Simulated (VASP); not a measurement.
A run of VASP 6.6.1:

File INCAR:

```
SYSTEM = MgS
  PREC = Accurate
  ENCUT = 600
  EDIFF = 1E-7
  ISMEAR = 0
  SIGMA = 0.01
  LREAL = .False.
  LASPH = .True.
  NELM = 120
  ALGO = Normal
  ISIF = 3
  LWAVE = .False.
  LCHARG = .False.
  GGA = PE
  IBRION = 2
  NSW = 80
  EDIFFG = -0.001
  GGA_COMPAT = .False.
  NELMIN = 4
```

Contents of KPOINTS:

```
regular mesh
0
Gamma
  8 8 8
  0 0 0
```

Contents of POSCAR:

```
MgS
1.0
    0.0000000000      2.6147247329      2.6147247329
    2.6147247329      0.0000000000      2.6147247329
    2.6147247329      2.6147247329      0.0000000000
Mg S
1 1
Direct
    0.5000000000      0.5000000000      0.5000000000
    0.0000000000      0.0000000000      0.0000000000
```

Potentials or basis: VASP PAW PBE potentials, release 64 (Mg, S).

The run is started by

```sh
$ cat potpaw_PBE.64/Mg/POTCAR potpaw_PBE.64/S/POTCAR > POTCAR
$ mpirun -np 1 vasp_std > vasp.out
```

Hardware: 1 thread of AMD EPYC 9R45 96-Core Processor (Zen 5), with other jobs on the host.

**Question.** How long does it take, and how much memory?

**Answer.** It took 13 s on 1 thread of AMD EPYC 9R45 96-Core Processor (Zen 5), on a shared host, peak memory 0.14 GiB. Counts: scf iterations 25, k points 29, ion steps 3.
